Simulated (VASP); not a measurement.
# Sr3Ti2O3 (P-62m) in VASP: single point with PBE

Aim: the single point of Sr3Ti2O3 with PBE.

Everything below comes from runs of VASP 6.6.1. Logs are shortened: lines on timing, memory, paths and dates and some standing lists are left out, and cuts for length are marked.

## Step 1: The cell of the first run

It takes space group P-62m (No. 189, hexagonal). The conventional cell has a = 6.635 Å, b = 6.635 Å, c = 5.242 Å, α = 90.00°, β = 90.00°, γ = 120.00°. Sr (site symmetry m2m) has 2 O at 2.72 Å and 4 Ti at 3.41 Å within 3.6 Å. Within 2.6 Å of Ti (site symmetry -6) lie 3 O at 1.94 Å. Within 2.6 Å of O (site symmetry m2m) lie 2 Ti at 1.94 Å.

## Step 2: Single point, PBE

File INCAR:

```
PREC = Accurate
ENCUT = 520
EDIFF = 1E-6
ISMEAR = 0
SIGMA = 0.1
LREAL = False
LASPH = True
NELM = 100
ALGO = Normal
ISIF = 2
LWAVE = False
LCHARG = False
GGA = PE
NBANDS = 46
```

File KPOINTS:

```
Automatic mesh
0
Gamma
  6 6 6
```

File POSCAR:

```
Sr3Ti2O3
1.0
    6.6354144519      0.0000000000      0.0000000000
   -3.3177072260      5.7464374800      0.0000000000
    0.0000000000      0.0000000000      5.2416934717
Sr Ti O
3 2 3
Direct
    0.3422812653      0.0000000000      0.5000000000
    0.6577187347      0.6577187347      0.5000000000
    0.0000000000      0.3422812653      0.5000000000
    0.3333333333      0.6666666667      0.0000000000
    0.6666666667      0.3333333333      0.0000000000
    0.4494469852      0.0000000000      0.0000000000
    0.5505530148      0.5505530148      0.0000000000
    0.0000000000      0.4494469852      0.0000000000
```

Potentials or basis: VASP PAW PBE potentials, release 64 (Sr_sv, Ti_sv, O).

Run with:

```sh
$ cat potpaw_PBE.64/Sr_sv/POTCAR potpaw_PBE.64/Ti_sv/POTCAR potpaw_PBE.64/O/POTCAR > POTCAR
$ mpirun -np 1 vasp_std > vasp.out
```

OUTCAR:

```text
PREC = Accurate
   ENCUT = 520
   EDIFF = 1E-6
   ISMEAR = 0
   LREAL = False
   LASPH = True
   NELM = 100
   ISIF = 2
   GGA = PE

 ion  position               nearest neighbor table
   1  0.342  0.000  0.500-   6 2.72   6 2.72   4 3.41   4 3.41   5 3.41   5 3.41   3 3.78   3 3.78
                             2 3.78   2 3.78   2 3.93   3 3.93
   2  0.658  0.658  0.500-   7 2.72   7 2.72   4 3.41   4 3.41   5 3.41   5 3.41   3 3.78   1 3.78
                             3 3.78   1 3.78   1 3.93   3 3.93
   3  0.000  0.342  0.500-   8 2.72   8 2.72   5 3.41   5 3.41   4 3.41   4 3.41   1 3.78   2 3.78
                             1 3.78   2 3.78   2 3.93   1 3.93
   4  0.333  0.667  0.000-   6 1.94   8 1.94   7 1.94   1 3.41   1 3.41   3 3.41   3 3.41   2 3.41
                             2 3.41
   5  0.667  0.333  0.000-   8 1.94   6 1.94   7 1.94   3 3.41   3 3.41   1 3.41   1 3.41   2 3.41
                             2 3.41
   6  0.449  0.000  0.000-   4 1.94   5 1.94   1 2.72   1 2.72
   7  0.551  0.551  0.000-   4 1.94   5 1.94   2 2.72   2 2.72
   8  0.000  0.449  0.000-   5 1.94   4 1.94   3 2.72   3 2.72

  LATTYP: Found a hexagonal cell.
 ALAT       =     6.6354144519
 C/A-ratio  =     0.7899572076

  Lattice vectors:

 A1 = (   6.6354144519,   0.0000000000,   0.0000000000)
 A2 = (  -3.3177072260,   5.7464374800,   0.0000000000)
 A3 = (   0.0000000000,   0.0000000000,   5.2416934717)

Analysis of symmetry for initial positions (statically):
=====================================================================
 Subroutine PRICEL returns:
 Original cell was already a primitive cell.

 Routine SETGRP: Setting up the symmetry group for a
 hexagonal supercell.

 Subroutine GETGRP returns: Found 12 space group operations
 (whereof 12 operations were pure point group operations)
 out of a pool of 24 trial point group operations.

The static configuration has the point symmetry D_3h.

Analysis of symmetry for dynamics (positions and initial velocities):
=====================================================================
 Subroutine PRICEL returns:
 Original cell was already a primitive cell.

 Routine SETGRP: Setting up the symmetry group for a
 hexagonal supercell.

 Subroutine GETGRP returns: Found 12 space group operations
 (whereof 12 operations were pure point group operations)
 out of a pool of 24 trial point group operations.

The dynamic configuration has the point symmetry D_3h.

 Subroutine INISYM returns: Found 12 space group operations
 (whereof 12 operations are pure point group operations),
 and found     1 'primitive' translations

----------------------------------------------------------------------------------------

                                     Primitive cell

  volume of cell :     199.8657

  direct lattice vectors                    reciprocal lattice vectors
     6.635414452  0.000000000  0.000000000     0.150706487  0.087010431  0.000000000
    -3.317707226  5.746437480  0.000000000     0.000000000  0.174020861  0.000000000
     0.000000000  0.000000000  5.241693472     0.000000000  0.000000000  0.190778039

  length of vectors
     6.635414452  6.635414452  5.241693472     0.174020861  0.174020861  0.190778039

  position of ions in fractional coordinates (direct lattice)
     0.342281265  0.000000000  0.500000000
     0.657718735  0.657718735  0.500000000
     0.000000000  0.342281265  0.500000000
     0.333333333  0.666666667  0.000000000
     0.666666667  0.333333333  0.000000000
     0.449446985  0.000000000  0.000000000
     0.550553015  0.550553015  0.000000000
     0.000000000  0.449446985  0.000000000

  ion indices of the primitive-cell ions
   primitive index   ion index
                 1           1
                 2           2
                 3           3
                 4           4
                 5           5
                 6           6
                 7           7
                 8           8

----------------------------------------------------------------------------------------

 KPOINTS: Automatic mesh

Automatic generation of k-mesh.
 Grid dimensions read from file:
 generate k-points for:    6    6    6

 Generating k-lattice:

  Cartesian coordinates                     Fractional coordinates (reciprocal lattice)
     0.025117748  0.014501738  0.000000000     0.166666667  0.000000000  0.000000000
     0.000000000  0.029003477  0.000000000     0.000000000  0.166666667  0.000000000
     0.000000000  0.000000000  0.031796340     0.000000000  0.000000000  0.166666667

  Length of vectors
     0.029003477  0.029003477  0.031796340

  Shift w.r.t. Gamma in fractional coordinates (k-lattice)
     0.000000000  0.000000000  0.000000000

 Subroutine IBZKPT returns following result:
 ===========================================

 Found     28 irreducible k-points:

 Following reciprocal coordinates:
            Coordinates               Weight
  0.000000  0.000000  0.000000      1.000000
  0.166667 -0.000000  0.000000      6.000000
  0.333333  0.000000  0.000000      6.000000
  0.500000  0.000000  0.000000      3.000000
  0.166667  0.166667  0.000000      6.000000
  0.333333  0.166667  0.000000     12.000000
[... 16 lines left out ...]
  0.166667 -0.000000  0.500000      6.000000
  0.333333  0.000000  0.500000      6.000000
 [... further k-points ...]
   k-points           NKPTS =     28   k-points in BZ     NKDIM =     28   number of bands    NBANDS=     46
   number of dos      NEDOS =    301   number of ions     NIONS =      8
   total plane-waves  NPLWV = 100000
   dimension x,y,z NGX =    50 NGY =   50 NGZ =   40
   dimension x,y,z NGXF=   100 NGYF=  100 NGZF=   80
   ions per type =               3   2   3
   NGX,Y,Z   is equivalent  to a cutoff of  12.53, 12.53, 12.69 a.u.
   NGXF,Y,Z  is equivalent  to a cutoff of  25.05, 25.05, 25.37 a.u.
 SYSTEM =  unknown system
   PREC   = accura    normal or accurate (medium, high low for compatibility)
   ISTART =      0    job   : 0-new  1-cont  2-samecut
   ICHARG =      2    charge: 1-file 2-atom 10-const
   ISPIN  =      1    spin polarized calculation?
   LNONCOLLINEAR =      F non collinear calculations
   LSORBIT =      F    spin-orbit coupling
   LASPH  =      T    aspherical Exc in radial PAW
   ENCUT  =  520.0 eV  38.22 Ry    6.18 a.u.  12.34 12.34  9.75*2*pi/ulx,y,z
   NELM   =    100;   NELMIN=  2; NELMDL= -5     # of ELM steps
   EDIFF  = 0.1E-05   stopping-criterion for ELM
   LREAL  =      F    real-space projection
   EDIFFG = 0.1E-04   stopping-criterion for IOM
   NSW    =      0    number of steps for IOM
   IBRION =     -1    ionic relax: 0-MD 1-quasi-New 2-CG
   NFREE  =      0    steps in history (QN), initial steepest desc. (CG)
   ISIF   =      2    stress and relaxation
   ISYM   =      2    0-nonsym 1-usesym 2-fastsym
   POTIM  = 0.5000    time-step for ionic-motion
   TEBEG  =    0.0;   TEEND  =   0.0 temperature during run
   PSTRESS=    0.0 pullay stress
   NELECT =      72.0000    total number of electrons
   NUPDOWN=      -1.0000    fix difference up-down
   EMIN   =  10.00;   EMAX   =-10.00  energy-range for DOS
   EFERMI =   0.00;   METHOD = LEGACY
   ISMEAR =     0;   SIGMA  =   0.10  broadening in eV -4-tet -1-fermi 0-gaus
   EFERMI_NEDOS =   21; number of points for ismear=-14 and -15
   IALGO  =     38    algorithm
   IMIX   =      4    mixing-type and parameters
     AMIX     =   0.40;   BMIX     =  1.00
     AMIX_MAG =   1.60;   BMIX_MAG =  1.00
  volume/ion in A,a.u.               =      24.98       168.60
  Fermi-wavevector in a.u.,A,eV,Ry     =   1.164858  2.201262 18.461656  1.356893
  Thomas-Fermi vector in A             =   2.301391
   LORBIT       =      0    0 simple, 1 ext, 2 COOP (PROOUT), +10 PAW based schemes
   GGA     = PE    functional components
   LHFCALC =     F    Hartree Fock is set to
   AEXX    =    0.0000 exact exchange contribution
   IVDW    =     0    specifies the selected vdW correction
   LEPSILON=     F    determine dielectric tensor
   LRPA    =     F    only Hartree local field effects (RPA)
 non-spin polarized calculation
 Gauss-broadening in eV      SIGMA  =   0.10
  energy-cutoff  :      520.00
  volume of cell :      199.87
 maximum number of plane-waves:      5443
 NGX is ok and might be reduce to    50
   NGX = 25   NGY = 25   NGZ = 19

 number of electron      71.9999983 magnetization

 Free energy of the ion-electron system (eV)
  ---------------------------------------------------
  ext. energy  EPLUGINS =         0.00000000
  ---------------------------------------------------
  free energy    TOTEN  =       -48.11362353 eV

  energy without entropy =      -48.04659503  energy(sigma->0) =      -48.08010928

 E-fermi :   3.5515     XC(G=0):  -8.6127

 val. band max:        3.5488416358   @ k =   0.3333   0.0000   0.5000
 cond. band min:       3.5546928619   @ k =   0.1667   0.1667   0.1667
 fundamental gap:      0.0058512261
 Fermi energy:         3.5514803576

 k-point     1 :       0.0000    0.0000    0.0000
  band No.  band energies     occupation
      1     -54.2285      2.00000
      2     -54.2250      2.00000
      3     -32.3632      2.00000
      4     -32.3175      2.00000
      5     -32.3175      2.00000
      6     -30.7667      2.00000
[... 38 lines left out ...]
     45       5.7550      0.00000
     46       6.1711      0.00000

 k-point     2 :       0.1667   -0.0000    0.0000
  band No.  band energies     occupation
      1     -54.2283      2.00000
      2     -54.2252      2.00000
      3     -32.3597      2.00000
      4     -32.3197      2.00000
      5     -32.3188      2.00000
      6     -30.7671      2.00000
[... 38 lines left out ...]
     45       5.7949      0.00000
     46       6.1004      0.00000

 k-point     3 :       0.3333    0.0000    0.0000
  band No.  band energies     occupation
      1     -54.2277      2.00000
      2     -54.2257      2.00000
      3     -32.3504      2.00000
      4     -32.3267      2.00000
      5     -32.3212      2.00000
      6     -30.7678      2.00000
[... 1018 lines left out ...]
     45       5.4224      0.00000
     46       5.5589      0.00000

 k-point    24 :       0.3333    0.0000    0.5000
  band No.  band energies     occupation
      1     -54.2277      2.00000
      2     -54.2257      2.00000
      3     -32.3507      2.00000
      4     -32.3251      2.00000
      5     -32.3190      2.00000
      6     -30.7699      2.00000
[... 38 lines left out ...]
     45       5.3201      0.00000
     46       5.8497      0.00000

 [... further k-points ...]

------------------------ aborting loop because EDIFF is reached ----------------------------------------

  FORCE on cell =-STRESS in cart. coord.  units (eV):
  Direction    XX          YY          ZZ          XY          YZ          ZX
  --------------------------------------------------------------------------------------
  -------------------------------------------------------------------------------------
  Total        0.2448868      0.2448868      0.1783636     -0.0000000      0.0000000     -0.0000000
  in kB        1.9630779      1.9630779      1.4298103     -0.0000000      0.0000000     -0.0000000
  external PRESSURE =       1.7853220 kB  Pullay stress =       0.0000000 kB

 VOLUME and BASIS-vectors are now :
 -----------------------------------------------------------------------------
  energy-cutoff  :      520.00
  volume of cell :      199.87
      direct lattice vectors                 reciprocal lattice vectors
     6.635414452  0.000000000  0.000000000     0.150706487  0.087010431  0.000000000
    -3.317707226  5.746437480  0.000000000     0.000000000  0.174020861  0.000000000
     0.000000000  0.000000000  5.241693472     0.000000000  0.000000000  0.190778039

 POSITION                                       TOTAL-FORCE (eV/Angst)
 -----------------------------------------------------------------------------------
      2.27118      0.00000      2.62085        -0.010771      0.000000     -0.000000
      2.18212      3.77954      2.62085         0.005385      0.009328     -0.000000
     -1.13559      1.96690      2.62085         0.005385     -0.009328     -0.000000
     -0.00000      3.83096      0.00000        -0.000000      0.000000     -0.000000
      3.31771      1.91548      0.00000        -0.000000      0.000000     -0.000000
      2.98227      0.00000      0.00000        -0.005359      0.000000      0.000000
      1.82657      3.16372      0.00000         0.002680      0.004641     -0.000000
     -1.49113      2.58272      0.00000         0.002680     -0.004641      0.000000
 -----------------------------------------------------------------------------------
    total drift:                                0.000005      0.000008     -0.000000

  FREE ENERGIE OF THE ION-ELECTRON SYSTEM (eV)
  ---------------------------------------------------
  free  energy   TOTEN  =       -48.1136235347 eV

  energy  without entropy=      -48.0465950287  energy(sigma->0) =      -48.08010928
```

It took 9.5 min on 1 thread of Intel Xeon 8259CL, shared host; peak memory 0.45 GiB.

What came out:

```yaml
Free_energy: -48.1136 eV
Pressure: 0.2 GPa
Largest_force: 0.011 eV/Å
Band_gap_on_the_k_mesh: zero (bands 36 and 37 overlap by 0.48 eV)
```

Forces on the atoms (eV/Å):
```
Sr  -0.011  0.000  0.000
Sr   0.005  0.009  0.000
Sr   0.005 -0.009  0.000
Ti   0.000  0.000  0.000
Ti   0.000  0.000  0.000
O   -0.005  0.000  0.000
O    0.003  0.005  0.000
O    0.003 -0.005  0.000
```

Levels at points of the mesh, in eV from the Fermi level:
| k point | band 34 | band 35 | band 36 | band 37 | band 38 | band 39 |
| --- | --- | --- | --- | --- | --- | --- |
| (0.00, 0.00, 0.00) | -0.93 | -0.16 | -0.16 | -0.02 | 0.44 | 0.44 |
| (0.50, 0.00, 0.00) | -1.61 | -0.59 | -0.05 | 0.31 | 0.33 | 0.70 |
| (0.00, 0.00, 0.50) | -0.67 | -0.42 | -0.11 | -0.11 | 0.47 | 0.47 |
| (0.50, 0.00, 0.50) | -0.61 | -0.57 | -0.55 | -0.18 | 0.15 | 0.48 |
